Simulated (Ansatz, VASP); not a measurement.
One calculation of TaN, two programs

INCAR

```
SYSTEM = TaN
ALGO = Normal
EDIFF = 1E-6
ENCUT = 520
GGA = PS
ISIF = 2
ISMEAR = 0
LASPH = .TRUE.
LCHARG = .TRUE.
LELF = .TRUE.
LREAL = .FALSE.
LVHAR = .TRUE.
LWAVE = .FALSE.
NBANDS = 15
NELM = 100
PREC = Accurate
SIGMA = 0.15
```

File KPOINTS:

```
k-points
0
G
  18 18 16
  0 0 0
```

POSCAR

```
TaN
1.0
    3.0702000000      0.0000000000      0.0000000000
   -1.5351000000      2.6588711947      0.0000000000
    0.0000000000      0.0000000000      2.7990000000
Ta N
1 1
Direct
    0.3333333333      0.6666666667      0.5000000000
    0.0000000000      0.0000000000      0.0000000000
```

Input for Ansatz:

```yaml
crystal:
  lattice:
    - [3.0702, 0.0, 0.0]
    - [-1.5351, 2.6588711947, 0.0]
    - [0.0, 0.0, 2.799]
  atoms:
    - { symbol: Ta, position: [0.3333333333, 0.6666666667, 0.5] }
    - { symbol: "N", position: [0.0, 0.0, 0.0] }
basis:
  ecutwfc: 520.0
kpoints:
  mp_grid: { grid: [18, 18, 16] }
hamiltonian:
  xc: pbesol
scf:
  occupations: { method: gaussian, width: 0.15 }
output:
  forces: true
  stress: true
  eigenvalues: true
```

Alike in both runs: task single point; functional PBEsol; k mesh 18 × 18 × 16; occupations gaussian, width 0.15 eV; no spin polarisation.

```csv
,VASP,Ansatz
version,VASP 6.6.1,Ansatz 0.2.0
potentials or method,"VASP PAW PBE potentials, release 64 (Ta_pv, N), cutoff 520 eV","scalar-relativistic, plane waves, PAW"
valence electrons in the cell,16,18
```

Ansatz gave:

- gap on the k mesh at the Fermi level (eV): none
- pressure (GPa): -19.6
- traceless stress, the component that is largest in VASP (GPa): 26.99

Which values does VASP return?

gap on the k mesh at the Fermi level (eV): none; pressure (GPa): -19.0; traceless stress, the component that is largest in VASP (GPa): 27.10.

VASP's potentials were made for PBE, not for PBEsol. A gap of «none» marks a metal or a gap that the smearing closes. With one functional, cell and mesh, what is left measures potentials, basis and numerics. VASP's potentials hold 16 valence electrons a cell and Ansatz's 18, so a difference there can come from the potentials and not from the codes.

Neither program's run includes spin-orbit coupling.
